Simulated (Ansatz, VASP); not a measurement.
One calculation of Sn3Se2, two programs

```
Sn Se
1.0
     3.15830    1.82344    4.69349
    -3.15830    1.82344    4.69349
     0.00000   -3.64689    4.69349
Sn Se
3 2
Direct
  0.50000 0.50000 0.00000
  0.00000 0.50000 0.50000
  0.50000 0.00000 0.50000
  0.50000 0.50000 0.50000
  0.00000 0.00000 0.00000
```

Alike in both runs: functional PBE; k mesh 3 × 3 × 3; occupations gaussian, width 0.2 eV; no spin polarisation.

Ansatz relaxed the structure, and its values are those at the end. VASP's run is a single point on that final structure, the one shown.

```csv
,VASP,Ansatz
version,VASP 6.6.1,Ansatz 0.2.0
potentials or method,"VASP PAW PBE potentials, release 64 (Sn_d, Se), cutoff 500 eV","scalar-relativistic, plane waves, PAW"
valence electrons in the cell,54,74
```

|  | VASP | Ansatz | Ansatz less VASP |
| --- | --- | --- | --- |
| gap on the k mesh at the Fermi level (eV) | none | none | - |
| pressure (GPa) | 0.4 | 0.4 | +0.01 |

A gap of «none» marks a metal or a gap that the smearing closes. VASP's potentials hold 54 valence electrons a cell and Ansatz's 74, so a difference there can come from the potentials and not from the codes.

The k mesh is coarse, so the values compare programs but aren't converged.
